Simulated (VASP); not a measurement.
Input of a VASP 6.6.1 run:

The input INCAR:

```
SYSTEM = CS2
ALGO = Normal
EDIFF = 1E-6
ENCUT = 520
GGA = PE
ISIF = 2
ISMEAR = -1
IVDW = 12
LASPH = .True.
LCHARG = .False.
LREAL = Auto
LWAVE = .False.
NBANDS = 120
NELM = 80
PREC = Accurate
SIGMA = 0.02
```

KPOINTS

```
k-points
0
Gamma
  1 1 1
  0 0 0
```

Contents of POSCAR:

```
CS2
1.0
   10.6265860000      0.0000000000      0.0000000000
    0.0000000000     10.6265860000      0.0000000000
    0.0000000000      0.0000000000     10.6265860000
S C
24 12
Direct
    0.5076418711      0.7085530574      0.7845228938
    0.6773577139      0.7394849108      0.5467889687
    0.2443305875      0.3289203136      0.8214020947
    0.4775569501      0.4064052180      0.6562785075
    0.2446693604      0.9510392143      0.8370797545
    0.3060343181      0.9700857830      0.5504119573
   -0.0486892027     -0.0780589363      0.6355192533
   -0.0440498952      0.1454465244      0.4423339725
    0.8013862590      0.4712614192     -0.0484068919
    1.0672665708      0.4836736841      0.0843450568
    0.4954554548      0.2085429883      0.2357577495
    0.7090612168      0.3975783003      0.2921916785
    0.5726392277     -0.0333032641      1.0155001804
    0.5589283331      0.2443964600      0.9184605479
    0.7851063361      0.7379886635      0.1545651633
    0.9815758325      0.8425189426     -0.0315529371
    0.4138394024      0.5886650708      0.3570572901
    0.4145640001      0.5579214246      0.0621742486
   -0.0601980730      0.4894610555      0.6415607044
    0.1259106170      0.4360760831      0.4212453558
    0.8581871920      0.1506410431      0.1047467173
    0.9227987239      0.1816764105     -0.1761054773
    0.0921368349      0.7363230298      0.3462918382
    0.2763634529      0.9081844348      0.1995090427
    0.5897849036      0.7175399512      0.6646913694
    0.3528414488      0.3654983830      0.7283430445
    0.2702373086      0.9555561871      0.6909745049
   -0.0499972428      0.0386483486      0.5537055833
    0.9399632205      0.4769546870      0.0041123273
    0.6049167625      0.2974332490      0.2693150933
    0.5720840164      0.1054901358      0.9651735750
    0.8912646075      0.7992406969      0.0719422023
    0.4040902694      0.5717264228      0.2075454902
    0.0312423953      0.4637049001      0.5300291175
    0.8763868283      0.1639190611     -0.0399940301
    0.1915008263      0.8102414077      0.2677247425
```

Potentials or basis: VASP PAW PBE potentials, release 64 (S, C).

Run with:

```console
$ cat potpaw_PBE.64/S/POTCAR potpaw_PBE.64/C/POTCAR > POTCAR
$ mpirun -np 1 vasp_gam > vasp.out
```

Estimate the band gap on the k mesh.

2.80 eV.

Predict the pressure.

-0.6 GPa.

Stress tensor (GPa, compression positive):
```
-0.70 -0.06 -0.12
-0.06 -0.07  0.22
-0.12  0.22 -0.88
```

Caveat: the k points lie up to 0.59 Å⁻¹ apart.
